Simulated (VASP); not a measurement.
# La (P6_3/mmc) in VASP: further runs

La is run at these levels: LDA; tasks: single point.

All numbers are computed with VASP 6.6.1; they aren't measurements. Logs are shortened: lines on timing, memory, paths and dates and some standing lists are left out, and cuts for length are marked.

### 1 The cell of the first run

Symmetry: P6_3/mmc, No. 194, hexagonal system. The conventional cell has a = 2.667 Å, b = 2.667 Å, c = 4.499 Å, α = 90.00°, β = 90.00°, γ = 120.00°. Within 3.5 Å of La (site symmetry -6m2) lie 12 La at 2.67 to 2.73 Å.

### 2 Single point, LDA

Input file INCAR:

```
SYSTEM = La
PREC     = Accurate       ! precision mode
ENCUT    = 520            ! plane-wave cutoff, eV
EDIFF    = 1E-6           ! SCF threshold, eV
ISMEAR   = -1             ! smearing method
SIGMA    = 0.08           ! smearing width, eV
LREAL    = .FALSE.        ! projectors in reciprocal space
LASPH    = .TRUE.         ! aspherical terms in the spheres
NELM     = 100            ! most SCF steps
ALGO     = Normal         ! electronic algorithm
ISIF     = 2              ! what is computed and relaxed
LWAVE    = .FALSE.        ! write WAVECAR
LCHARG   = .TRUE.         ! write CHGCAR
LELF     = .TRUE.         ! ELF
LVHAR    = .TRUE.       
NBANDS   = 18             ! bands
```

Input file KPOINTS:

```
Automatic mesh
0
G
  16 16 9
  0 0 0
```

Input file POSCAR:

```
La
1.0
    2.6671084872      0.0000000000      0.0000000000
   -1.3335542436      2.3097837046      0.0000000000
    0.0000000000      0.0000000000      4.4993465255
La
2
Direct
    0.3333333333      0.6666666667      0.2500000000
    0.6666666667      0.3333333333      0.7500000000
```

Potentials or basis: VASP PAW LDA potentials, release 64 (La).

On the command line:

```bash
> cat potpaw_LDA.64/La/POTCAR > POTCAR
> mpirun -np 1 vasp_std > vasp.out
```

OUTCAR:

```text
SYSTEM = La
   PREC = Accurate
   ENCUT = 520
   EDIFF = 1E-6
   ISMEAR = -1
   LREAL = .FALSE.
   LASPH = .TRUE.
   NELM = 100
   ISIF = 2

 ion  position               nearest neighbor table
   1  0.333  0.667  0.250-   2 2.73   2 2.73   2 2.73   2 2.73   2 2.73   2 2.73
   2  0.667  0.333  0.750-   1 2.73   1 2.73   1 2.73   1 2.73   1 2.73   1 2.73

  LATTYP: Found a hexagonal cell.
 ALAT       =     2.6671084872
 C/A-ratio  =     1.6869754444

  Lattice vectors:

 A1 = (   2.6671084872,   0.0000000000,   0.0000000000)
 A2 = (  -1.3335542436,   2.3097837046,   0.0000000000)
 A3 = (   0.0000000000,   0.0000000000,   4.4993465255)

Analysis of symmetry for initial positions (statically):
=====================================================================
 Subroutine PRICEL returns:
 Original cell was already a primitive cell.

 Routine SETGRP: Setting up the symmetry group for a
 hexagonal supercell.

 Subroutine GETGRP returns: Found 24 space group operations
 (whereof 12 operations were pure point group operations)
 out of a pool of 24 trial point group operations.

The static configuration has the point symmetry D_3d.
 The point group associated with its full space group is D_6h.

Analysis of symmetry for dynamics (positions and initial velocities):
=====================================================================
 Subroutine PRICEL returns:
 Original cell was already a primitive cell.

 Routine SETGRP: Setting up the symmetry group for a
 hexagonal supercell.

 Subroutine GETGRP returns: Found 24 space group operations
 (whereof 12 operations were pure point group operations)
 out of a pool of 24 trial point group operations.

The dynamic configuration has the point symmetry D_3d.
 The point group associated with its full space group is D_6h.

 Subroutine INISYM returns: Found 24 space group operations
 (whereof 12 operations are pure point group operations),
 and found     1 'primitive' translations

----------------------------------------------------------------------------------------

                                     Primitive cell

  volume of cell :      27.7180

  direct lattice vectors                    reciprocal lattice vectors
     2.667108487  0.000000000  0.000000000     0.374937879  0.216470486  0.000000000
    -1.333554244  2.309783705  0.000000000     0.000000000  0.432940971  0.000000000
     0.000000000  0.000000000  4.499346526     0.000000000  0.000000000  0.222254497

  length of vectors
     2.667108487  2.667108487  4.499346526     0.432940971  0.432940971  0.222254497

  position of ions in fractional coordinates (direct lattice)
     0.333333333  0.666666667  0.250000000
     0.666666667  0.333333333  0.750000000

  ion indices of the primitive-cell ions
   primitive index   ion index
                 1           1
                 2           2

----------------------------------------------------------------------------------------

 KPOINTS: Automatic mesh

Automatic generation of k-mesh.
 Grid dimensions read from file:
 generate k-points for:   16   16    9

 Generating k-lattice:

  Cartesian coordinates                     Fractional coordinates (reciprocal lattice)
     0.023433617  0.013529405  0.000000000     0.062500000  0.000000000  0.000000000
     0.000000000  0.027058811  0.000000000     0.000000000  0.062500000  0.000000000
     0.000000000  0.000000000  0.024694944     0.000000000  0.000000000  0.111111111

  Length of vectors
     0.027058811  0.027058811  0.024694944

  Shift w.r.t. Gamma in fractional coordinates (k-lattice)
     0.000000000  0.000000000  0.000000000

 Subroutine IBZKPT returns following result:
 ===========================================

 Found    150 irreducible k-points:

 Following reciprocal coordinates:
            Coordinates               Weight
  0.000000  0.000000  0.000000      1.000000
  0.062500 -0.000000  0.000000      6.000000
  0.125000 -0.000000  0.000000      6.000000
  0.187500  0.000000  0.000000      6.000000
  0.250000 -0.000000  0.000000      6.000000
  0.312500 -0.000000  0.000000      6.000000
[... 16 lines left out ...]
  0.187500  0.187500  0.000000      6.000000
  0.250000  0.187500  0.000000     12.000000
 [... further k-points ...]
   k-points           NKPTS =    150   k-points in BZ     NKDIM =    150   number of bands    NBANDS=     18
   number of dos      NEDOS =    301   number of ions     NIONS =      2
   total plane-waves  NPLWV =  14400
   dimension x,y,z NGX =    20 NGY =   20 NGZ =   36
   dimension x,y,z NGXF=    40 NGYF=   40 NGZF=   72
   ions per type =               2
   NGX,Y,Z   is equivalent  to a cutoff of  12.47, 12.47, 13.30 a.u.
   NGXF,Y,Z  is equivalent  to a cutoff of  24.93, 24.93, 26.60 a.u.
 SYSTEM =  La
   PREC   = accura    normal or accurate (medium, high low for compatibility)
   ISTART =      0    job   : 0-new  1-cont  2-samecut
   ICHARG =      2    charge: 1-file 2-atom 10-const
   ISPIN  =      1    spin polarized calculation?
   LNONCOLLINEAR =      F non collinear calculations
   LSORBIT =      F    spin-orbit coupling
   LASPH  =      T    aspherical Exc in radial PAW
   ENCUT  =  520.0 eV  38.22 Ry    6.18 a.u.   4.96  4.96  8.37*2*pi/ulx,y,z
   NELM   =    100;   NELMIN=  2; NELMDL= -5     # of ELM steps
   EDIFF  = 0.1E-05   stopping-criterion for ELM
   LREAL  =      F    real-space projection
   EDIFFG = 0.1E-04   stopping-criterion for IOM
   NSW    =      0    number of steps for IOM
   IBRION =     -1    ionic relax: 0-MD 1-quasi-New 2-CG
   NFREE  =      0    steps in history (QN), initial steepest desc. (CG)
   ISIF   =      2    stress and relaxation
   ISYM   =      2    0-nonsym 1-usesym 2-fastsym
   POTIM  = 0.5000    time-step for ionic-motion
   TEBEG  =    0.0;   TEEND  =   0.0 temperature during run
   PSTRESS=    0.0 pullay stress
   NELECT =      22.0000    total number of electrons
   NUPDOWN=      -1.0000    fix difference up-down
   EMIN   =  10.00;   EMAX   =-10.00  energy-range for DOS
   EFERMI =   0.00;   METHOD = LEGACY
   ISMEAR =    -1;   SIGMA  =   0.08  broadening in eV -4-tet -1-fermi 0-gaus
   EFERMI_NEDOS =   21; number of points for ismear=-14 and -15
   IALGO  =     38    algorithm
   IMIX   =      4    mixing-type and parameters
     AMIX     =   0.40;   BMIX     =  1.00
     AMIX_MAG =   1.60;   BMIX_MAG =  1.00
  volume/ion in A,a.u.               =      13.86        93.53
  Fermi-wavevector in a.u.,A,eV,Ry     =   1.515753  2.864359 31.259503  2.297509
  Thomas-Fermi vector in A             =   2.625235
   LORBIT       =      0    0 simple, 1 ext, 2 COOP (PROOUT), +10 PAW based schemes
   GGA     = CA    functional components
   LHFCALC =     F    Hartree Fock is set to
   AEXX    =    0.0000 exact exchange contribution
   IVDW    =     0    specifies the selected vdW correction
   LEPSILON=     F    determine dielectric tensor
   LRPA    =     F    only Hartree local field effects (RPA)
 non-spin polarized calculation
  energy-cutoff  :      520.00
  volume of cell :       27.72
 maximum number of plane-waves:       765
 NGX is ok and might be reduce to    20
   NGX =  9   NGY =  9   NGZ = 17

 number of electron      21.9999999 magnetization

 Free energy of the ion-electron system (eV)
  ---------------------------------------------------
  ext. energy  EPLUGINS =         0.00000000
  ---------------------------------------------------
  free energy    TOTEN  =        -3.27633622 eV

  energy without entropy =       -3.25243408  energy(sigma->0) =       -3.26438515

 E-fermi :  22.4458     XC(G=0): -14.4699

 val. band max:       22.4304195361   @ k =   0.2500   0.1875   0.4444
 cond. band min:      22.4466000884   @ k =   0.1875   0.0625   0.0000
 fundamental gap:      0.0161805523
 Fermi energy:        22.4457848410

 k-point     1 :       0.0000    0.0000    0.0000
  band No.  band energies     occupation
      1     -13.8218      2.00000
      2     -10.1065      2.00000
      3      -0.5017      2.00000
      4      10.6747      2.00000
      5      10.6747      2.00000
      6      11.6805      2.00000
[... 10 lines left out ...]
     17      24.9476      0.00000
     18      25.4439      0.00000

 k-point     2 :       0.0625   -0.0000    0.0000
  band No.  band energies     occupation
      1     -13.7284      2.00000
      2     -10.0301      2.00000
      3      -0.4032      2.00000
      4       9.9828      2.00000
      5      10.4432      2.00000
      6      11.6369      2.00000
[... 10 lines left out ...]
     17      24.8427      0.00000
     18      25.5833      0.00000

 k-point     3 :       0.1250   -0.0000    0.0000
  band No.  band energies     occupation
      1     -13.4500      2.00000
      2      -9.8066      2.00000
      3      -0.1097      2.00000
      4       8.3435      2.00000
      5       9.8819      2.00000
      6      10.6339      2.00000
[... 10 lines left out ...]
     17      25.6151      0.00000
     18      25.8644      0.00000

 k-point     4 :       0.1875    0.0000    0.0000
  band No.  band energies     occupation
      1     -12.9941      2.00000
      2      -9.4553      2.00000
      3       0.3719      2.00000
      4       6.3609      2.00000
      5       8.9452      2.00000
      6       9.1959      2.00000
[... 10 lines left out ...]
     17      26.1831      0.00000
     18      26.2108      0.00000

 k-point     5 :       0.2500   -0.0000    0.0000
  band No.  band energies     occupation
      1     -12.3756      2.00000
      2      -9.0165      2.00000
      3       1.0280      2.00000
      4       4.3847      2.00000
      5       7.1039      2.00000
      6       8.5211      2.00000
[... 10 lines left out ...]
     17      26.5256      0.00000
     18      26.6643      0.00000

 k-point     6 :       0.3125   -0.0000    0.0000
  band No.  band energies     occupation
      1     -11.6242      2.00000
      2      -8.5667      2.00000
      3       1.8335      2.00000
      4       2.6349      2.00000
      5       5.3073      2.00000
      6       7.9375      2.00000
[... 10 lines left out ...]
     17      26.4133      0.00000
     18      26.8728      0.00000

 k-point     7 :       0.3750    0.0000    0.0000
  band No.  band energies     occupation
      1     -10.7995      2.00000
      2      -8.2320      2.00000
      3       1.3064      2.00000
      4       2.7360      2.00000
      5       3.7137      2.00000
      6       7.4934      2.00000
[... 10 lines left out ...]
     17      26.2073      0.00000
     18      27.0226      0.00000

 k-point     8 :       0.4375   -0.0000    0.0000
  band No.  band energies     occupation
      1     -10.0353      2.00000
      2      -8.1432      2.00000
      3       0.5632      2.00000
      4       2.5154      2.00000
      5       3.5991      2.00000
      6       7.2169      2.00000
[... 10 lines left out ...]
     17      26.0695      0.00000
     18      26.8323      0.00000
[... 229 lines left out ...]
     17      26.1044      0.00000
     18      26.5322      0.00000

 k-point    20 :       0.3125    0.1250    0.0000
  band No.  band energies     occupation
      1     -10.5700      2.00000
      2      -8.1304      2.00000
      3       1.5755      2.00000
      4       3.0004      2.00000
      5       3.5793      2.00000
      6       6.3038      2.00000
[... 10 lines left out ...]
     17      26.1140      0.00000
     18      26.7208      0.00000

 k-point    21 :       0.3750    0.1250    0.0000
  band No.  band energies     occupation
      1      -9.8201      2.00000
      2      -8.0714      2.00000
      3       0.8457      2.00000
      4       2.6830      2.00000
      5       3.8692      2.00000
      6       5.7825      2.00000
[... 10 lines left out ...]
     17      25.9776      0.00000
     18      26.5584      0.00000

 k-point    22 :       0.4375    0.1250    0.0000
  band No.  band energies     occupation
      1      -9.4526      2.00000
      2      -8.1431      2.00000
      3       0.6314      2.00000
      4       2.3147      2.00000
      5       4.3100      2.00000
      6       5.6152      2.00000
[... 10 lines left out ...]
     17      25.9192      0.00000
     18      26.2441      0.00000

 k-point    23 :       0.1875    0.1875    0.0000
  band No.  band energies     occupation
      1     -11.4541      2.00000
      2      -8.4584      2.00000
      3       2.0216      2.00000
      4       3.4339      2.00000
      5       4.3794      2.00000
      6       7.4622      2.00000
[... 10 lines left out ...]
     17      26.1232      0.00000
     18      26.3516      0.00000

 k-point    24 :       0.2500    0.1875    0.0000
  band No.  band energies     occupation
      1     -10.6928      2.00000
      2      -8.1360      2.00000
      3       2.3953      2.00000
      4       2.8662      2.00000
      5       3.4062      2.00000
      6       6.2777      2.00000
[... 10 lines left out ...]
     17      26.2354      0.00000
     18      26.3964      0.00000

 [... further k-points ...]

------------------------ aborting loop because EDIFF is reached ----------------------------------------

  FORCE on cell =-STRESS in cart. coord.  units (eV):
  Direction    XX          YY          ZZ          XY          YZ          ZX
  --------------------------------------------------------------------------------------
  -------------------------------------------------------------------------------------
  Total       29.3366939     29.3366939     29.3500456     -0.0000000      0.0000000      0.0000000
  in kB     1695.7441030   1695.7441031   1696.5158645     -0.0000000      0.0000000      0.0000000
  external PRESSURE =    1696.0013569 kB  Pullay stress =       0.0000000 kB

 VOLUME and BASIS-vectors are now :
 -----------------------------------------------------------------------------
  energy-cutoff  :      520.00
  volume of cell :       27.72
      direct lattice vectors                 reciprocal lattice vectors
     2.667108487  0.000000000  0.000000000     0.374937879  0.216470486  0.000000000
    -1.333554244  2.309783705  0.000000000     0.000000000  0.432940971  0.000000000
     0.000000000  0.000000000  4.499346526     0.000000000  0.000000000  0.222254497

 POSITION                                       TOTAL-FORCE (eV/Angst)
 -----------------------------------------------------------------------------------
     -0.00000      1.53986      1.12484        -0.000000     -0.000000      0.000000
      1.33355      0.76993      3.37451         0.000000      0.000000      0.000000
 -----------------------------------------------------------------------------------
    total drift:                                0.000000     -0.000000      0.000000

  FREE ENERGIE OF THE ION-ELECTRON SYSTEM (eV)
  ---------------------------------------------------
  free  energy   TOTEN  =        -3.2763362197 eV

  energy  without entropy=       -3.2524340751  energy(sigma->0) =       -3.26438515
```

Wall time 1.9 min (1 thread of Intel Xeon 8259CL, shared host); peak memory 0.2 GiB.

Results:

```yaml
Free_energy: -3.2763 eV
Pressure: 169.6 GPa
Band_gap_on_the_k_mesh: zero (bands 11 and 12 overlap by 4.99 eV)
```

Levels at points of the mesh, in eV from the Fermi level:
| k point | band 7 | band 8 | band 9 | band 10 | band 11 | band 12 | band 13 | band 14 | band 15 | band 16 |
| --- | --- | --- | --- | --- | --- | --- | --- | --- | --- | --- |
| (0.00, 0.00, 0.00) | -10.11 | -10.11 | -1.80 | -0.71 | 0.88 | 1.71 | 1.71 | 1.81 | 1.86 | 2.50 |
| (0.50, 0.00, 0.00) | -15.15 | -12.25 | -5.60 | -2.88 | -0.78 | 0.93 | 1.44 | 1.99 | 3.36 | 3.43 |

Caveat: the cell stands under pressure; spin-orbit coupling is left out, which moves the levels of the heavy elements.

### 3 Single point, LDA

This run uses another cell than the first one, of 13.83 Å³/atom.

Input file INCAR:

```
SYSTEM = La
PREC = Accurate
ENCUT = 520
EDIFF = 1E-7
ISMEAR = -1
SIGMA = 0.08
LREAL = .FALSE.
LASPH = .TRUE.
NELM = 60
ALGO = Normal
ISIF = 2
LWAVE = .FALSE.
LCHARG = .TRUE.
LELF = .TRUE.
LVHAR = .TRUE.
NBANDS = 18
```

KPOINTS is that of step 2.

Input file POSCAR:

```
La
1.0
    2.6650439736      0.0000000000      0.0000000000
   -1.3325219868      2.3079957834      0.0000000000
    0.0000000000      0.0000000000      4.4954918258
La
2
Direct
    0.3333333333      0.6666666667      0.2500000000
    0.6666666667      0.3333333333      0.7500000000
```

Potentials or basis: VASP PAW LDA potentials, release 64 (La).

On the command line:

```bash
> cat potpaw_LDA.64/La/POTCAR > POTCAR
> mpirun -np 1 vasp_std > vasp.out
```

Wall time 1.9 min (1 thread of Intel Xeon 8259CL, shared host); peak memory 0.2 GiB.

It converged, with:

```
Free energy            : -3.2055 eV
Pressure               : 171.2 GPa
Band gap on the k mesh : zero (bands 11 and 12 overlap by 5.00 eV)
```

Stress tensor (GPa, compression positive):
```
171.13   0.00   0.00
  0.00 171.13   0.00
  0.00   0.00 171.27
```

Levels at points of the mesh, in eV from the Fermi level:
| k point | band 9 | band 10 | band 11 | band 12 | band 13 | band 14 |
| --- | --- | --- | --- | --- | --- | --- |
| (0.00, 0.00, 0.00) | -1.80 | -0.72 | 0.88 | 1.71 | 1.71 | 1.81 |
| (0.50, 0.00, 0.00) | -5.61 | -2.88 | -0.77 | 0.93 | 1.44 | 1.99 |

Caveat: the cell stands under pressure; spin-orbit coupling is left out, which moves the levels of the heavy elements.
